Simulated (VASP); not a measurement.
# GaSb in VASP: single point with PBE

Aim: the single point of GaSb with PBE.

All numbers are computed with VASP 6.6.1; they aren't measurements. Logs are shortened: lines on timing, memory, paths and dates and some standing lists are left out, and cuts for length are marked.

## Step 1: The cell of the first run

The cell holds a slab with vacuum, 14 atoms: a = 4.394 Å, b = 6.214 Å, c = 28.182 Å, α = 90.00°, β = 90.00°, γ = 90.00°.

## Step 2: Single point, PBE

Contents of INCAR:

```
SYSTEM = GaSb
ALGO = Normal
DIPOL = 0.5 0.5 0.500
EDIFF = 1E-6
ENCUT = 520
GGA = PE
IDIPOL = 3
ISIF = 2
ISMEAR = 0
KPAR = 4
LASPH = .TRUE.
LCHARG = .FALSE.
LDIPOL = .TRUE.
LREAL = .FALSE.
LWAVE = .FALSE.
NBANDS = 76
NELM = 60
PREC = Accurate
SIGMA = 0.1
```

Contents of KPOINTS:

```
k-points
0
G
  8 6 1
  0 0 0
```

Contents of POSCAR:

```
GaSb
1.0
    4.3938492948      0.0000000000      0.0000000000
    0.0000000000      6.2138412637      0.0000000000
    0.0000000000      0.0000000000     28.1815478844
Ga Sb
7 7
Direct
    0.5000000000      0.5589792318      0.2843494871
    0.0000000000     -0.0204023032      0.3409511205
    0.5000000000      0.4874627553      0.4226441831
    0.0000000000     -0.0144667675      0.5000001076
    0.5000000000      0.4874657196      0.5773551703
    0.0000000000     -0.0203955890      0.6590494579
    0.5000000000      0.5589861518      0.7156502280
    0.0000000000      0.7683673666      0.2567932205
    0.5000000000      0.2315937177      0.3451101180
    0.0000000000      0.7384112757      0.4212272649
    0.5000000000      0.2356107287      0.4999997687
    0.0000000000      0.7384148163      0.5787732176
    0.5000000000      0.2315999879      0.6548895267
    0.0000000000      0.7683729082      0.7432071291
```

Potentials or basis: VASP PAW PBE potentials, release 64 (Ga_d, Sb).

Command:

```bash
$ cat potpaw_PBE.64/Ga_d/POTCAR potpaw_PBE.64/Sb/POTCAR > POTCAR
$ mpirun -np 4 vasp_std > vasp.out
```

OUTCAR:

```text
SYSTEM = GaSb
   EDIFF = 1E-6
   ENCUT = 520
   GGA = PE
   ISIF = 2
   ISMEAR = 0
   LASPH = .TRUE.
   LREAL = .FALSE.
   NELM = 60
   PREC = Accurate

 ion  position               nearest neighbor table
   1  0.500  0.559  0.284-   9 2.66   8 2.67   8 2.67
   2  0.000  0.980  0.341-   9 2.70   9 2.70   8 2.71  10 2.71
   3  0.500  0.487  0.423-  11 2.68  10 2.69  10 2.69   9 2.70
   4  0.000  0.986  0.500-  11 2.69  11 2.69  12 2.70  10 2.70
   5  0.500  0.487  0.577-  11 2.68  12 2.69  12 2.69  13 2.70
   6  0.000  0.980  0.659-  13 2.70  13 2.70  14 2.71  12 2.71
   7  0.500  0.559  0.716-  13 2.66  14 2.67  14 2.67
   8  0.000  0.768  0.257-   1 2.67   1 2.67   2 2.71
   9  0.500  0.232  0.345-   1 2.66   2 2.70   2 2.70   3 2.70
  10  0.000  0.738  0.421-   3 2.69   3 2.69   4 2.70   2 2.71
  11  0.500  0.236  0.500-   3 2.68   5 2.68   4 2.69   4 2.69
  12  0.000  0.738  0.579-   5 2.69   5 2.69   4 2.70   6 2.71
  13  0.500  0.232  0.655-   7 2.66   6 2.70   6 2.70   5 2.70
  14  0.000  0.768  0.743-   7 2.67   7 2.67   6 2.71

  LATTYP: Found a simple orthorhombic cell.
 ALAT       =     4.3938492948
 B/A-ratio  =     1.4142135624
 C/A-ratio  =     6.4138631058

  Lattice vectors:

 A1 = (   4.3938492948,   0.0000000000,   0.0000000000)
 A2 = (   0.0000000000,   6.2138412637,   0.0000000000)
 A3 = (   0.0000000000,   0.0000000000,  28.1815478844)

Analysis of symmetry for initial positions (statically):
=====================================================================
 Subroutine PRICEL returns:
 Original cell was already a primitive cell.

 Routine SETGRP: Setting up the symmetry group for a
 simple orthorhombic supercell.

 Subroutine GETGRP returns: Found  2 space group operations
 (whereof  2 operations were pure point group operations)
 out of a pool of  8 trial point group operations.

The static configuration has the point symmetry C_1h.

Analysis of symmetry for dynamics (positions and initial velocities):
=====================================================================
 Subroutine PRICEL returns:
 Original cell was already a primitive cell.

 Routine SETGRP: Setting up the symmetry group for a
 simple orthorhombic supercell.

 Subroutine GETGRP returns: Found  2 space group operations
 (whereof  2 operations were pure point group operations)
 out of a pool of  8 trial point group operations.

The dynamic configuration has the point symmetry C_1h.

 Subroutine INISYM returns: Found  2 space group operations
 (whereof  2 operations are pure point group operations),
 and found     1 'primitive' translations

----------------------------------------------------------------------------------------

                                     Primitive cell

  volume of cell :     769.4318

  direct lattice vectors                    reciprocal lattice vectors
     4.393849295  0.000000000  0.000000000     0.227590874  0.000000000  0.000000000
     0.000000000  6.213841264  0.000000000     0.000000000  0.160931050  0.000000000
     0.000000000  0.000000000 28.181547884     0.000000000  0.000000000  0.035484211

  length of vectors
     4.393849295  6.213841264 28.181547884     0.227590874  0.160931050  0.035484211

  position of ions in fractional coordinates (direct lattice)
     0.500000000  0.558979232  0.284349487
     0.000000000  0.979597697  0.340951121
     0.500000000  0.487462755  0.422644183
     0.000000000  0.985533233  0.500000108
     0.500000000  0.487465720  0.577355170
     0.000000000  0.979604411  0.659049458
     0.500000000  0.558986152  0.715650228
     0.000000000  0.768367367  0.256793221
     0.500000000  0.231593718  0.345110118
     0.000000000  0.738411276  0.421227265
     0.500000000  0.235610729  0.499999769
     0.000000000  0.738414816  0.578773218
     0.500000000  0.231599988  0.654889527
     0.000000000  0.768372908  0.743207129

  ion indices of the primitive-cell ions
   primitive index   ion index
                 1           1
                 2           2
                 3           3
                 4           4
                 5           5
                 6           6
[... 23 lines left out ...]

  Length of vectors
     0.028448859  0.026821842  0.035484211

  Shift w.r.t. Gamma in fractional coordinates (k-lattice)
     0.000000000  0.000000000  0.000000000

 Subroutine IBZKPT returns following result:
 ===========================================

 Found     20 irreducible k-points:

 Following reciprocal coordinates:
            Coordinates               Weight
  0.000000  0.000000  0.000000      1.000000
  0.125000  0.000000  0.000000      2.000000
  0.250000  0.000000  0.000000      2.000000
  0.375000  0.000000  0.000000      2.000000
  0.500000  0.000000  0.000000      1.000000
  0.000000  0.166667  0.000000      2.000000
[... 12 lines left out ...]
  0.375000  0.500000  0.000000      2.000000
  0.500000  0.500000  0.000000      1.000000
   k-points           NKPTS =     20   k-points in BZ     NKDIM =     20   number of bands    NBANDS=     76
   number of dos      NEDOS =    301   number of ions     NIONS =     14
   total plane-waves  NPLWV = 362880
   dimension x,y,z NGX =    36 NGY =   48 NGZ =  210
   dimension x,y,z NGXF=    72 NGYF=   96 NGZF=  420
   ions per type =               7   7
   NGX,Y,Z   is equivalent  to a cutoff of  13.62, 12.84, 12.39 a.u.
   NGXF,Y,Z  is equivalent  to a cutoff of  27.24, 25.68, 24.78 a.u.
 SYSTEM =  GaSb
   PREC   = accura    normal or accurate (medium, high low for compatibility)
   ISTART =      0    job   : 0-new  1-cont  2-samecut
   ICHARG =      2    charge: 1-file 2-atom 10-const
   ISPIN  =      1    spin polarized calculation?
   LNONCOLLINEAR =      F non collinear calculations
   LSORBIT =      F    spin-orbit coupling
   LASPH  =      T    aspherical Exc in radial PAW
   ENCUT  =  520.0 eV  38.22 Ry    6.18 a.u.   8.17 11.55 52.40*2*pi/ulx,y,z
   NELM   =     60;   NELMIN=  2; NELMDL= -5     # of ELM steps
   EDIFF  = 0.1E-05   stopping-criterion for ELM
   LREAL  =      F    real-space projection
   EDIFFG = 0.1E-04   stopping-criterion for IOM
   NSW    =      0    number of steps for IOM
   IBRION =     -1    ionic relax: 0-MD 1-quasi-New 2-CG
   NFREE  =      0    steps in history (QN), initial steepest desc. (CG)
   ISIF   =      2    stress and relaxation
   ISYM   =      2    0-nonsym 1-usesym 2-fastsym
   POTIM  = 0.5000    time-step for ionic-motion
   TEBEG  =    0.0;   TEEND  =   0.0 temperature during run
   PSTRESS=    0.0 pullay stress
   NELECT =     126.0000    total number of electrons
   NUPDOWN=      -1.0000    fix difference up-down
   EMIN   =  10.00;   EMAX   =-10.00  energy-range for DOS
   EFERMI =   0.00;   METHOD = LEGACY
   ISMEAR =     0;   SIGMA  =   0.10  broadening in eV -4-tet -1-fermi 0-gaus
   EFERMI_NEDOS =   21; number of points for ismear=-14 and -15
   IALGO  =     38    algorithm
   IMIX   =      4    mixing-type and parameters
     AMIX     =   0.40;   BMIX     =  1.00
     AMIX_MAG =   1.60;   BMIX_MAG =  1.00
  volume/ion in A,a.u.               =      54.96       370.88
  Fermi-wavevector in a.u.,A,eV,Ry     =   0.895657  1.692546 10.914609  0.802201
  Thomas-Fermi vector in A             =   2.018016
   LORBIT       =      0    0 simple, 1 ext, 2 COOP (PROOUT), +10 PAW based schemes
   GGA     = PE    functional components
   LHFCALC =     F    Hartree Fock is set to
   AEXX    =    0.0000 exact exchange contribution
   IVDW    =     0    specifies the selected vdW correction
   LEPSILON=     F    determine dielectric tensor
   LRPA    =     F    only Hartree local field effects (RPA)
 non-spin polarized calculation
 Gauss-broadening in eV      SIGMA  =   0.10
  energy-cutoff  :      520.00
  volume of cell :      769.43
 maximum number of plane-waves:     20772
 NGX is ok and might be reduce to    36
   NGX = 17   NGY = 23   NGZ =105

 dipolmoment           0.000000      0.000000      0.000007 electrons x Angstroem

 number of electron     125.9999971 magnetization

 dipolmoment           0.000000      0.000000     -0.000003 electrons x Angstroem

 Free energy of the ion-electron system (eV)
  ---------------------------------------------------
  ext. energy  EPLUGINS =         0.00000000
  ---------------------------------------------------
  free energy    TOTEN  =       -50.04815330 eV

  energy without entropy =      -50.04793458  energy(sigma->0) =      -50.04804394

 E-fermi :   0.5085     XC(G=0):  -5.3562

 val. band max:        0.3541856234   @ k =   0.0000   0.0000   0.0000
 cond. band min:       0.6636041766   @ k =   0.0000   0.5000   0.0000
 fundamental gap:      0.3094185532
 Fermi energy:         0.5085358283

 k-point     1 :       0.0000    0.0000    0.0000
  band No.  band energies     occupation
      1     -14.7803      2.00000
      2     -14.7802      2.00000
      3     -14.7244      2.00000
      4     -14.7244      2.00000
      5     -14.6933      2.00000
      6     -14.6932      2.00000
[... 1549 lines left out ...]
     74       4.0187      0.00000
     75       4.0299      0.00000
 [bands above 75 left out]

------------------------ aborting loop because EDIFF is reached ----------------------------------------

 vacuum level on the upper side and lower side of the slab       (xc-potential included)        -0.135        -0.135

  FORCE on cell =-STRESS in cart. coord.  units (eV):
  Direction    XX          YY          ZZ          XY          YZ          ZX
  --------------------------------------------------------------------------------------
  -------------------------------------------------------------------------------------
  Total       -1.5965227     -0.4560799      0.2131293      0.0000000     -0.0003308      0.0000000
  in kB       -3.3244172     -0.9496888      0.4437962      0.0000000     -0.0006887      0.0000000
  external PRESSURE =      -1.2767699 kB  Pullay stress =       0.0000000 kB

 VOLUME and BASIS-vectors are now :
 -----------------------------------------------------------------------------
  energy-cutoff  :      520.00
  volume of cell :      769.43
      direct lattice vectors                 reciprocal lattice vectors
     4.393849295  0.000000000  0.000000000     0.227590874  0.000000000  0.000000000
     0.000000000  6.213841264  0.000000000     0.000000000  0.160931050  0.000000000
     0.000000000  0.000000000 28.181547884     0.000000000  0.000000000  0.035484211

 POSITION                                       TOTAL-FORCE (eV/Angst)
 -----------------------------------------------------------------------------------
      2.19692      3.47341      8.01341         0.000000     -0.005152      0.005249
      0.00000      6.08706      9.60853         0.000000     -0.000996      0.006785
      2.19692      3.02902     11.91077         0.000000      0.003623      0.002131
      0.00000      6.12395     14.09078         0.000000     -0.002445     -0.000009
      2.19692      3.02903     16.27076         0.000000      0.003645     -0.002166
      0.00000      6.08711     18.57303         0.000000     -0.001011     -0.006830
      2.19692      3.47345     20.16813         0.000000     -0.005173     -0.005243
      0.00000      4.77451      7.23683         0.000000      0.012138     -0.025496
      2.19692      1.43909      9.72574         0.000000     -0.008259     -0.002092
      0.00000      4.58837     11.87084         0.000000     -0.000338     -0.001079
      2.19692      1.46405     14.09077         0.000000      0.000458      0.000026
      0.00000      4.58839     16.31073         0.000000     -0.000347      0.001094
      2.19692      1.43913     18.45580         0.000000     -0.008273      0.002134
      0.00000      4.77455     20.94473         0.000000      0.012131      0.025497
 -----------------------------------------------------------------------------------
    total drift:                                0.000000     -0.001426     -0.000060

  FREE ENERGIE OF THE ION-ELECTRON SYSTEM (eV)
  ---------------------------------------------------
  free  energy   TOTEN  =       -50.0481533043 eV

  energy  without entropy=      -50.0479345831  energy(sigma->0) =      -50.04804394

 vacuum level on the upper side and lower side of the slab         4.733         4.734
```

Wall time 12 min (4 MPI ranks of Intel Xeon Platinum 8259CL at 2.50GHz (Skylake/Cascade Lake), shared host); peak memory 1.3 GiB.

What came out:

```
Free energy            : -50.0482 eV
Largest force          : 0.028 eV/Å
Band gap on the k mesh : 0.31 eV (least direct gap 0.44 eV)
```

Forces on the atoms (eV/Å):
```
Ga   0.000 -0.005  0.005
Ga   0.000 -0.001  0.007
Ga   0.000  0.004  0.002
Ga   0.000 -0.002  0.000
Ga   0.000  0.004 -0.002
Ga   0.000 -0.001 -0.007
Ga   0.000 -0.005 -0.005
Sb   0.000  0.012 -0.025
Sb   0.000 -0.008 -0.002
Sb   0.000  0.000 -0.001
Sb   0.000  0.000  0.000
Sb   0.000  0.000  0.001
Sb   0.000 -0.008  0.002
Sb   0.000  0.012  0.025
```

Levels at points of the mesh, in eV from the valence-band top:
```csv
k point,band 61,band 62,band 63,band 64,band 65,band 66
"(0.00, 0.00, 0.00)",-0.40,-0.18,0.00,0.44,1.04,1.17
"(0.50, 0.00, 0.00)",-1.37,-1.20,-0.94,0.60,0.73,1.09
"(0.00, 0.50, 0.00)",-1.01,-0.97,-0.81,0.31,0.65,0.80
"(0.50, 0.50, 0.00)",-1.22,-0.85,-0.79,0.39,1.15,1.26
```

Caveat: semilocal functionals underestimate gaps, and a narrow one can read as zero; spin-orbit coupling is left out, which moves the levels of the heavy elements.
